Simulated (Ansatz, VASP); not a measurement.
Two plane-wave programs on CdS

POSCAR

```
CdS
1.0
    4.1221736108      0.0000000000      0.0000000000
   -2.0610868054      3.5699070657      0.0000000000
    0.0000000000      0.0000000000      6.6967814110
Cd S
2 2
Direct
    0.3333333333      0.6666666667     -0.0009695910
    0.6666666667      0.3333333333      0.4990304090
    0.3333333333      0.6666666667      0.3759695910
    0.6666666667      0.3333333333      0.8759695910
```

INCAR.step1

```
PREC = Accurate ; ENCUT = 520
ISMEAR = 0 ; SIGMA = 0.01
LREAL = False ; LASPH = True
NELM = 100 ; NBANDS = 26
GGA = PE ; ALGO = Normal
EDIFF = 1E-4 ; LWAVE = True
LCHARG = False
```

INCAR.step2

```
PREC = Accurate ; ENCUT = 520
EDIFF = 1E-6 ; ISMEAR = 0
SIGMA = 0.01 ; LREAL = False
LASPH = True ; NELM = 100
ALGO = Normal ; ISIF = 2
LWAVE = False ; LCHARG = False
METAGGA = R2SCAN ; LMIXTAU = True
NBANDS = 26 ; ISTART = 1
```

File KPOINTS:

```
regular mesh
0
Gamma
  6 6 4
```

Input for Ansatz:

```yaml
crystal:
  lattice:
    - [4.12217361076, 0.0, 0.0]
    - [-2.06108680538, 3.56990706573, 0.0]
    - [0.0, 0.0, 6.69678141101]
  atoms:
    - { symbol: Cd, position: [0.333333333333, 0.666666666667, -0.000969591008] }
    - { symbol: Cd, position: [0.666666666667, 0.333333333333, 0.499030408992] }
    - { symbol: S, position: [0.333333333333, 0.666666666667, 0.375969591008] }
    - { symbol: S, position: [0.666666666667, 0.333333333333, 0.875969591008] }
kpoints:
  mp_grid: { grid: [6, 6, 4] }
scf:
  occupations: { method: fixed }
  convergence: { dr2_threshold: 1.0e-10 }
hamiltonian:
  xc: r2scan
  pseudopotentials: { kind: paw }
output:
  forces: true
  stress: true
  eigenstates:
    kpoints:
      - [0.0, 0.0, 0.0]
      - [0.0, 0.0, -0.5]
      - [-0.5, 0.0, 0.0]
      - [-0.5, 0.5, 0.0]
      - [0.0, -0.5, 0.0]
      - [-0.5, 0.0, -0.5]
      - [-0.5, 0.5, -0.5]
      - [0.0, -0.5, -0.5]
  eigenvalues: true
```

Alike in both runs: task single point; functional r2SCAN; k mesh 6 × 6 × 4; no spin polarisation.

```csv
,VASP,Ansatz
version,VASP 6.6.1,Ansatz 0.2.0
potentials or method,"VASP PAW PBE potentials, release 64 (Cd, S)","PAW with Ansatz's default frozen-core files, scalar-relativistic"
plane-wave cutoff (eV),520,500
occupations,"gaussian, width 0.01 eV",fixed
valence electrons in the cell,36,52
```

VASP gave:

- gap on the k mesh at the Fermi level (eV): 1.70
- pressure (GPa): 2.3

Estimate Ansatz's values.

gap on the k mesh at the Fermi level (eV): 1.71; pressure (GPa): 2.0.

VASP's potentials were made for PBE, not for r2SCAN. VASP's potentials hold 36 valence electrons a cell and Ansatz's 52, so a difference there can come from the potentials and not from the codes.
